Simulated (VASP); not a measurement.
Here is a VASP 6.6.1 calculation.

Contents of INCAR:

```
  PREC = Accurate
  ENCUT = 520
  EDIFF = 1E-6
  ISMEAR = 0
  SIGMA = 0.05
  LREAL = F
  LASPH = T
  NELM = 150
  ALGO = Normal
  ISIF = 2
  LWAVE = F
  LCHARG = F
  ISPIN = 2
  MAGMOM = 7.62 0
  LORBIT = 11
  LMAXMIX = 6
  GGA = PE
  NBANDS = 24
```

Contents of KPOINTS:

```
regular mesh
0
Gamma
  10 10 10
```

The input POSCAR:

```
GdRe
1.0
    3.5388221285      0.0000000000      0.0000000000
    0.0000000000      3.5388221285      0.0000000000
    0.0000000000      0.0000000000      3.5388221285
Gd Re
1 1
Direct
    0.0000000000      0.0000000000      0.0000000000
    0.5000000000      0.5000000000      0.5000000000
```

Potentials or basis: VASP PAW PBE potentials, release 64 (Gd, Re).

The run is started by

```bash
$ cat potpaw_PBE.64/Gd/POTCAR potpaw_PBE.64/Re/POTCAR > POTCAR
$ mpirun -np 1 vasp_std > vasp.out
```

(1) Estimate the pressure.

(2) What does it give for the net moment?

Answers

(1) -6.4 GPa.

(2) 6.03 μB per cell.

Caveat: the cell stands under tension.
